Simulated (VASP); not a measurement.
Wanted: the native input for a VASP 6.6.1 run.

```
Task                   : single point
Functional             : PBEsol
Potentials or basis    : VASP PAW PBE potentials, release 64 (Al, Ni)
Cutoff                 : 520 eV
k mesh                 : 12 × 12 × 10
Occupations            : gaussian, width 0.15 eV
Spin                   : no spin polarisation
Dipole correction      : no
Further INCAR settings : ALGO = Fast; EDIFF = 1e-06; NBANDS = 22
```

The structure of Al3Ni2 lies in POSCAR:

```
Al3Ni2
1.0
    3.8029826611      0.0000000000      0.0000000000
   -1.9014913305      3.2934795947      0.0000000000
    0.0000000000      0.0000000000      4.8594646107
Al Ni
3 2
Direct
    0.0000000000      0.0000000000      0.0000000000
    0.3333333333      0.6666666667      0.6477829059
    0.6666666667      0.3333333333      0.3522170941
    0.3333333333      0.6666666667      0.1455709067
    0.6666666667      0.3333333333      0.8544290933
```

This cell differs from its parent crystal: strain -0.050 along x and y, +0.000 along z.

One way to write it, as run:

INCAR

```
ALGO     = Fast           # electronic algorithm
EDIFF    = 1E-6           # SCF threshold, eV
ENCUT    = 520            # plane-wave cutoff, eV
GGA      = PS             # functional
ISIF     = 2              # what is computed and relaxed
ISMEAR   = 0              # smearing method
LASPH    = True           # aspherical terms in the spheres
LCHARG   = False          # write CHGCAR
LREAL    = False          # projectors in reciprocal space
LWAVE    = False          # write WAVECAR
NBANDS   = 22             # bands
NELM     = 60             # most SCF steps
PREC     = Accurate       # precision mode
SIGMA    = 0.15           # smearing width, eV
```

KPOINTS

```
k-points
0
Gamma
  12 12 10
```

Potentials or basis: VASP PAW PBE potentials, release 64 (Al, Ni).

The run is started by

```bash
$ cat potpaw_PBE.64/Al/POTCAR potpaw_PBE.64/Ni/POTCAR > POTCAR
$ mpirun -np 1 vasp_std > vasp.out
```

Results of the run:

```
Pressure               : 18.6 GPa
Largest force          : 0.289 eV/Å
Band gap on the k mesh : zero (an odd number of electrons rules out a gap without spin polarisation)
```

Caveat: the cell differs from its parent crystal (strain -0.050 along x and y, +0.000 along z); the stress differs along the axes, from 10 to 23 GPa; the PAW data sets were made with another functional, which shifts forces and pressure a little.

Run time: 110 s on 1 thread of Intel(R) Xeon(R) 6975P-C (Granite Rapids), with other jobs on the host, peak memory 0.31 GiB.
